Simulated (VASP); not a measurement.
# P: single point with PBEsol

P:

```
P
1.0
     1.82179    1.05181    2.80832
    -1.82179    1.05181    2.80832
     0.00000   -2.10362    2.80832
P
2
Direct
  0.22708 0.22708 0.22708
  0.77292 0.77292 0.77292
```

This cell differs from its parent crystal: ratio of the length along z to the lengths across it x 0.85, volume and fractional coordinates fixed.

```yaml
Program: VASP 6.6.1
Task: single point
Functional: PBEsol
Potentials_or_basis: VASP PAW PBE potentials, release 64 (P)
Cutoff: 520 eV
k_mesh: 18 × 18 × 18
Occupations: gaussian, width 0.15 eV
Spin: no spin polarisation
Dipole_correction: no
Further_INCAR_settings: ALGO = Normal; EDIFF = 1e-06; NBANDS = 12
```

* Pressure: -5.6 GPa
* Largest force: 0.550 eV/Å
* Band gap on the k mesh: zero (band 5 reaches 8.80 eV, above the bottom of band 6 at 7.69 eV)

Forces on the atoms (eV/Å):
```
P    0.000  0.000  0.550
P    0.000  0.000 -0.550
```

Stress tensor (GPa, compression positive):
```
-10.27   0.00   0.00
  0.00 -10.27   0.00
  0.00   0.00   3.85
```

Levels at points of the mesh, in eV from the Fermi level:
```tsv
k point	band 1	band 2	band 3	band 4	band 5	band 6	band 7	band 8	band 9	band 10
(0.00, 0.00, 0.00)	-15.76	-2.86	-2.86	-2.72	-1.00	2.34	3.20	3.20	5.87	5.87
(0.50, 0.00, 0.00)	-12.47	-11.51	-3.09	-1.67	0.01	0.56	0.69	1.98	9.45	10.33
(0.50, 0.50, 0.00)	-12.00	-9.17	-6.41	-5.49	-4.11	0.60	7.08	7.73	8.97	9.36
(0.50, 0.50, 0.50)	-12.92	-9.90	-2.87	-2.87	-0.94	-0.57	-0.57	1.66	9.99	11.01
```

Wall time 71 s on 1 thread of Intel(R) Xeon(R) 6975P-C (Granite Rapids), with other jobs on the host, peak memory 0.28 GiB.

Caveat: the PAW data sets were made with another functional, which shifts forces and pressure a little.
